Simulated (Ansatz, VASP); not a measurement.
**SiO2 in VASP and in Ansatz**

```xyz
12
Lattice="5.0691 0.0000 0.0000 -2.5345 4.3899 0.0000 0.0000 0.0000 8.5585" Properties=species:S:1:pos:R:3 pbc="T T T"
Si    0.0000    2.9266    3.7411
Si    0.0000    2.9266    0.5381
Si    2.5345    1.4633    4.8174
Si    2.5345    1.4633    8.0204
O     2.1354    0.0000    0.0000
O     0.0000    2.9266    2.1396
O     2.5345    1.4633    6.4189
O    -1.4668    2.5406    4.2792
O     1.4668    2.5406    0.0000
O     2.9337    0.0000    4.2792
O     1.0677    1.8493    4.2792
O    -1.0677    1.8493    0.0000
```

Alike in both runs: functional r2SCAN; k mesh 6 × 6 × 4; no spin polarisation.

|  | VASP | Ansatz |
| --- | --- | --- |
| version | VASP 6.6.1 | Ansatz 0.2.0 |
| potentials or method | VASP PAW PBE potentials, release 64 (Si, O) | Ansatz PAW |
| plane-wave cutoff (eV) | 660 | 500 |
| occupations | gaussian, width 0.01 eV | fixed |
| valence electrons in the cell | 64 | 64 |
| task | single point | band structure |

```tsv
	VASP	Ansatz	Ansatz less VASP
gap on the k mesh at the Fermi level (eV)	6.18	6.18	0.000
least direct gap on the mesh (eV)	6.22	6.22	0.000
pressure (GPa)	-0.1	0.1	+0.13
traceless stress, the component that is largest in VASP (GPa)	0.04	0.07	+0.024
rms of the force components (eV/Å)	0.010	0.014	+0.0046
```

VASP's potentials were made for PBE, not for r2SCAN. Atom by atom the forces differ by 0.006 eV/Å (rms over components).
